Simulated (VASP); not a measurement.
# Bi2Te3 (Pm-3m) in VASP: a series of runs

Runs on Bi2Te3. Level: PBE. Tasks: relaxation of cell and atoms.

All numbers are computed with VASP 6.6.1; they aren't measurements. Logs are shortened: lines on timing, memory, paths and dates and some standing lists are left out, and cuts for length are marked.

## Step 1: The cell of the first run

The structure is cubic, space group Pm-3m (No. 221). Conventional cell: a = 5.567 Å, b = 5.567 Å, c = 5.567 Å, α = 90.00°, β = 90.00°, γ = 90.00°. Within 5.2 Å of Bi (site symmetry m-3m) lie 12 Te at 3.94 Å and 8 Bi at 4.82 Å. Bi (site symmetry m-3m) has 6 Te at 2.78 Å within 3.7 Å. Te (site symmetry 4/mmm) has 2 Bi at 2.78 Å within 3.7 Å.

The cell was generated, and may not be a known phase.

## Step 2: Relaxation of cell and atoms, PBE

Contents of INCAR:

```
ALGO = Normal
EDIFF = 1E-6
EDIFFG = -0.04
ENCUT = 600
GGA = PE
IBRION = 2
ISIF = 3
ISMEAR = 0
LASPH = T
LCHARG = F
LREAL = F
LWAVE = F
NELM = 60
NSW = 90
PREC = Accurate
SIGMA = 0.1
```

Contents of KPOINTS:

```
k-points
0
Gamma
  4 4 4
```

Contents of POSCAR:

```
Bi2Te3
1.0
    5.5670614800      0.0000000000      0.0000000000
    0.0000000000      5.5670614800      0.0000000000
    0.0000000000      0.0000000000      5.5670614800
Bi Te
2 3
Direct
    0.0000000000      0.0000000000      0.0000000000
    0.5000000000      0.5000000000      0.5000000000
    0.0000000000      0.5000000000      0.5000000000
    0.5000000000      0.0000000000      0.5000000000
    0.5000000000      0.5000000000      0.0000000000
```

Potentials or basis: VASP PAW PBE potentials, release 64 (Bi_d, Te).

Command:

```console
> cat potpaw_PBE.64/Bi_d/POTCAR potpaw_PBE.64/Te/POTCAR > POTCAR
> mpirun -np 1 vasp_std > vasp.out
```

OUTCAR:

```text
EDIFF = 1E-6
   EDIFFG = -0.04
   ENCUT = 600
   GGA = PE
   IBRION = 2
   ISIF = 3
   ISMEAR = 0
   LASPH = T
   LREAL = F
   NELM = 60
   NSW = 90
   PREC = Accurate

 ion  position               nearest neighbor table
   1  0.000  0.000  0.000-
   2  0.500  0.500  0.500-   3 2.78   4 2.78   5 2.78   5 2.78   4 2.78   3 2.78
   3  0.000  0.500  0.500-   2 2.78   2 2.78
   4  0.500  0.000  0.500-   2 2.78   2 2.78
   5  0.500  0.500  0.000-   2 2.78   2 2.78

  LATTYP: Found a simple cubic cell.
 ALAT       =     5.5670614800

  Lattice vectors:

 A1 = (   5.5670614800,   0.0000000000,   0.0000000000)
 A2 = (   0.0000000000,   5.5670614800,   0.0000000000)
 A3 = (   0.0000000000,   0.0000000000,   5.5670614800)

Analysis of symmetry for initial positions (statically):
=====================================================================
 Subroutine PRICEL returns:
 Original cell was already a primitive cell.

 Routine SETGRP: Setting up the symmetry group for a
 simple cubic supercell.

 Subroutine GETGRP returns: Found 48 space group operations
 (whereof 48 operations were pure point group operations)
 out of a pool of 48 trial point group operations.

The static configuration has the point symmetry O_h .

Analysis of symmetry for dynamics (positions and initial velocities):
=====================================================================
 Subroutine PRICEL returns:
 Original cell was already a primitive cell.

 Routine SETGRP: Setting up the symmetry group for a
 simple cubic supercell.

 Subroutine GETGRP returns: Found 48 space group operations
 (whereof 48 operations were pure point group operations)
 out of a pool of 48 trial point group operations.

The dynamic configuration has the point symmetry O_h .

 Subroutine INISYM returns: Found 48 space group operations
 (whereof 48 operations are pure point group operations),
 and found     1 'primitive' translations

----------------------------------------------------------------------------------------

                                     Primitive cell

  volume of cell :     172.5353

  direct lattice vectors                    reciprocal lattice vectors
     5.567061480  0.000000000  0.000000000     0.179627979  0.000000000  0.000000000
     0.000000000  5.567061480  0.000000000     0.000000000  0.179627979  0.000000000
     0.000000000  0.000000000  5.567061480     0.000000000  0.000000000  0.179627979

  length of vectors
     5.567061480  5.567061480  5.567061480     0.179627979  0.179627979  0.179627979

  position of ions in fractional coordinates (direct lattice)
     0.000000000  0.000000000  0.000000000
     0.500000000  0.500000000  0.500000000
     0.000000000  0.500000000  0.500000000
     0.500000000  0.000000000  0.500000000
     0.500000000  0.500000000  0.000000000
[... 54 lines left out ...]
   NGXF,Y,Z  is equivalent  to a cutoff of  28.67, 28.67, 28.67 a.u.
 SYSTEM =  unknown system
   PREC   = accura    normal or accurate (medium, high low for compatibility)
   ISTART =      0    job   : 0-new  1-cont  2-samecut
   ICHARG =      2    charge: 1-file 2-atom 10-const
   ISPIN  =      1    spin polarized calculation?
   LNONCOLLINEAR =      F non collinear calculations
   LSORBIT =      F    spin-orbit coupling
   LASPH  =      T    aspherical Exc in radial PAW
   ENCUT  =  600.0 eV  44.10 Ry    6.64 a.u.  11.12 11.12 11.12*2*pi/ulx,y,z
   NELM   =     60;   NELMIN=  2; NELMDL= -5     # of ELM steps
   EDIFF  = 0.1E-05   stopping-criterion for ELM
   LREAL  =      F    real-space projection
   EDIFFG = -.4E-01   stopping-criterion for IOM
   NSW    =     90    number of steps for IOM
   IBRION =      2    ionic relax: 0-MD 1-quasi-New 2-CG
   NFREE  =      1    steps in history (QN), initial steepest desc. (CG)
   ISIF   =      3    stress and relaxation
   ISYM   =      2    0-nonsym 1-usesym 2-fastsym
   POTIM  = 0.5000    time-step for ionic-motion
   TEBEG  =    0.0;   TEEND  =   0.0 temperature during run
   PSTRESS=    0.0 pullay stress
   NELECT =      48.0000    total number of electrons
   NUPDOWN=      -1.0000    fix difference up-down
   EMIN   =  10.00;   EMAX   =-10.00  energy-range for DOS
   EFERMI =   0.00;   METHOD = LEGACY
   ISMEAR =     0;   SIGMA  =   0.10  broadening in eV -4-tet -1-fermi 0-gaus
   EFERMI_NEDOS =   21; number of points for ismear=-14 and -15
   IALGO  =     38    algorithm
   IMIX   =      4    mixing-type and parameters
     AMIX     =   0.40;   BMIX     =  1.00
     AMIX_MAG =   1.60;   BMIX_MAG =  1.00
  volume/ion in A,a.u.               =      34.51       232.87
  Fermi-wavevector in a.u.,A,eV,Ry     =   1.068717  2.019582 15.539965  1.142155
  Thomas-Fermi vector in A             =   2.204373
   LORBIT       =      0    0 simple, 1 ext, 2 COOP (PROOUT), +10 PAW based schemes
   GGA     = PE    functional components
   LHFCALC =     F    Hartree Fock is set to
   AEXX    =    0.0000 exact exchange contribution
   IVDW    =     0    specifies the selected vdW correction
   LEPSILON=     F    determine dielectric tensor
   LRPA    =     F    only Hartree local field effects (RPA)
 conjugate gradient relaxation of ions
 non-spin polarized calculation
 Gauss-broadening in eV      SIGMA  =   0.10
  energy-cutoff  :      600.00
  volume of cell :      172.54
 maximum number of plane-waves:      5832
 NGX is ok and might be reduce to    48
   NGX = 23   NGY = 23   NGZ = 23

--------------------------------------- Ionic step        1  -------------------------------------------

 number of electron      47.9999989 magnetization

 Free energy of the ion-electron system (eV)
  ---------------------------------------------------
  ext. energy  EPLUGINS =         0.00000000
  ---------------------------------------------------
  free energy    TOTEN  =       -13.59290261 eV

  energy without entropy =      -13.57823877  energy(sigma->0) =      -13.58557069

 E-fermi :   5.7124     XC(G=0):  -9.2531

 val. band max:        5.6234907222   @ k =   0.5000   0.2500   0.2500
 cond. band min:       5.8179158949   @ k =   0.5000   0.2500   0.0000
 fundamental gap:      0.1944251727
 Fermi energy:         5.7124329730

 k-point     1 :       0.0000    0.0000    0.0000
  band No.  band energies     occupation
      1     -17.7739      2.00000
      2     -17.7739      2.00000
      3     -17.7502      2.00000
      4     -17.7502      2.00000
      5     -17.7474      2.00000
      6     -17.7474      2.00000
[... 376 lines left out ...]
--------------------------------------- Ionic step        3  -------------------------------------------

 number of electron      47.9999990 magnetization

 Free energy of the ion-electron system (eV)
  ---------------------------------------------------
  ext. energy  EPLUGINS =         0.00000000
  ---------------------------------------------------
  free energy    TOTEN  =       -14.12066002 eV

  energy without entropy =      -14.09724859  energy(sigma->0) =      -14.10895431

 E-fermi :   4.1364     XC(G=0):  -8.6028

 val. band max:        4.0860990075   @ k =   0.5000   0.2500   0.2500
 cond. band min:       4.2110217024   @ k =   0.5000   0.5000   0.0000
 fundamental gap:      0.1249226949
 Fermi energy:         4.1364256342

 k-point     1 :       0.0000    0.0000    0.0000
  band No.  band energies     occupation
      1     -19.3637      2.00000
      2     -19.3637      2.00000
      3     -19.3609      2.00000
      4     -19.3609      2.00000
      5     -19.3609      2.00000
      6     -19.0978      2.00000
[... 331 lines left out ...]
  FREE ENERGIE OF THE ION-ELECTRON SYSTEM (eV)
  ---------------------------------------------------
  free  energy   TOTEN  =       -14.1206600222 eV

  energy  without entropy=      -14.0972485883  energy(sigma->0) =      -14.10895431

 reached required accuracy - stopping structural energy minimisation
```

Run time: 89 s. Hardware: 1 thread of Intel Xeon 6975P-C (Granite Rapids), shared host; peak memory 0.36 GiB.

Results:

| Property | Result |
| --- | --- |
| Free energy | -14.1207 eV |
| Relaxed volume | 40.09 Å³/atom |
| Relaxed cell | a = 5.853 Å, b = 5.853 Å, c = 5.853 Å, α = 90.00°, β = 90.00°, γ = 90.00° |
| Space group after relaxing (to 0.1 Å) | Pm-3m (No. 221) |
| Energy gained by relaxing | 105.6 meV/atom |
| Ionic steps | 3 |
| Pressure after relaxing | 0.0 GPa |
| Band gap on the k mesh | zero (bands 24 and 25 overlap by 0.62 eV) |

The path:
```tsv
step	energy change (eV)	largest force (eV/Å)	pressure (GPa)	volume (Å³)
1	0.0000	0.0000	6.97	172.54
2	-0.4638	0.0000	-1.57	212.80
3	-0.5278	0.0000	0.04	200.46
```

Final structure:
```cif
data_structure
_symmetry_space_group_name_H-M 'P 1'
_symmetry_Int_Tables_number 1
_cell_length_a 5.8526
_cell_length_b 5.8526
_cell_length_c 5.8526
_cell_angle_alpha 90.000
_cell_angle_beta 90.000
_cell_angle_gamma 90.000
_cell_volume 200.46
loop_
_atom_site_label
_atom_site_type_symbol
_atom_site_fract_x
_atom_site_fract_y
_atom_site_fract_z
_atom_site_occupancy
Bi1 Bi 0.00000 0.00000 0.00000 1
Bi2 Bi 0.50000 0.50000 0.50000 1
Te1 Te 0.00000 0.50000 0.50000 1
Te2 Te 0.50000 0.00000 0.50000 1
Te3 Te 0.50000 0.50000 0.00000 1
```

Caveat: the volume moved by over 15 % at a fixed basis, so the end points are rough; spin-orbit coupling is left out, which moves the levels of the heavy elements.

## Step 3: Relaxation of cell and atoms, PBE

This run uses another cell than the first one, of 39.80 Å³/atom.

Contents of INCAR:

```
  ALGO = Normal
  EDIFF = 1E-7
  EDIFFG = -0.01
  ENCUT = 600
  GGA = PE
  IBRION = 2
  ISIF = 3
  ISMEAR = 0
  LASPH = True
  LCHARG = False
  LREAL = False
  LWAVE = False
  NELM = 60
  NSW = 100
  PREC = Accurate
  SIGMA = 0.1
```

Contents of KPOINTS:

```
k-points
0
Gamma
  6 6 6
```

Edit POSCAR of step 2 so:

```diff
@@ -2,5 +2,5 @@
 1.0
-    5.5670614800      0.0000000000      0.0000000000
-    0.0000000000      5.5670614800      0.0000000000
-    0.0000000000      0.0000000000      5.5670614800
+    5.8384557271      0.0000000000      0.0000000000
+    0.0000000000      5.8384557271      0.0000000000
+    0.0000000000      0.0000000000      5.8384557271
 Bi Te
```

Potentials or basis: VASP PAW PBE potentials, release 64 (Bi_d, Te).

Command:

```console
> cat potpaw_PBE.64/Bi_d/POTCAR potpaw_PBE.64/Te/POTCAR > POTCAR
> mpirun -np 1 vasp_std > vasp.out
```

Run time: 2.7 min. Hardware: 1 thread of Intel Xeon 6975P-C (Granite Rapids), shared host; peak memory 0.41 GiB.

The run converged. Its results:

| Item | Value |
| --- | --- |
| Free energy | -14.2836 eV |
| Relaxed volume | 40.22 Å³/atom |
| Relaxed cell | a = 5.859 Å, b = 5.859 Å, c = 5.859 Å, α = 90.00°, β = 90.00°, γ = 90.00° |
| Space group after relaxing (to 0.1 Å) | Pm-3m (No. 221) |
| Energy gained by relaxing | 0.4 meV/atom |
| Ionic steps | 3 |
| Pressure after relaxing | 0.0 GPa |
| Band gap on the k mesh | zero (bands 24 and 25 overlap by 0.50 eV) |

The path:
| step | energy change (eV) | largest force (eV/Å) | pressure (GPa) | volume (Å³) |
| --- | --- | --- | --- | --- |
| 1 | 0.0000 | 0.0000 | 0.34 | 199.02 |
| 2 | -0.0021 | 0.0000 | -0.06 | 201.48 |
| 3 | -0.0022 | 0.0000 | 0.00 | 201.11 |

Final structure:
```cif
data_structure
_symmetry_space_group_name_H-M 'P 1'
_symmetry_Int_Tables_number 1
_cell_length_a 5.8588
_cell_length_b 5.8588
_cell_length_c 5.8588
_cell_angle_alpha 90.000
_cell_angle_beta 90.000
_cell_angle_gamma 90.000
_cell_volume 201.11
loop_
_atom_site_label
_atom_site_type_symbol
_atom_site_fract_x
_atom_site_fract_y
_atom_site_fract_z
_atom_site_occupancy
Bi1 Bi 0.00000 0.00000 0.00000 1
Bi2 Bi 0.50000 0.50000 0.50000 1
Te1 Te 0.00000 0.50000 0.50000 1
Te2 Te 0.50000 0.00000 0.50000 1
Te3 Te 0.50000 0.50000 0.00000 1
```

Levels at points of the mesh, in eV from the Fermi level:
```
           k point  band 22  band 23  band 24  band 25  band 26  band 27
(0.00, 0.00, 0.00)    -0.73    -0.73    -0.73     1.18     1.18     1.18
(0.50, 0.00, 0.00)    -0.77    -0.69    -0.69     0.08     0.57     0.57
(0.50, 0.50, 0.00)    -0.78    -0.43     0.09     0.09     0.18     0.33
(0.50, 0.50, 0.50)     0.36     0.36     0.39     0.39     0.39     0.70
```

Caveat: spin-orbit coupling is left out, which moves the levels of the heavy elements.

The gap in the log of VASP goes by the Fermi energy; the results here count the filled bands.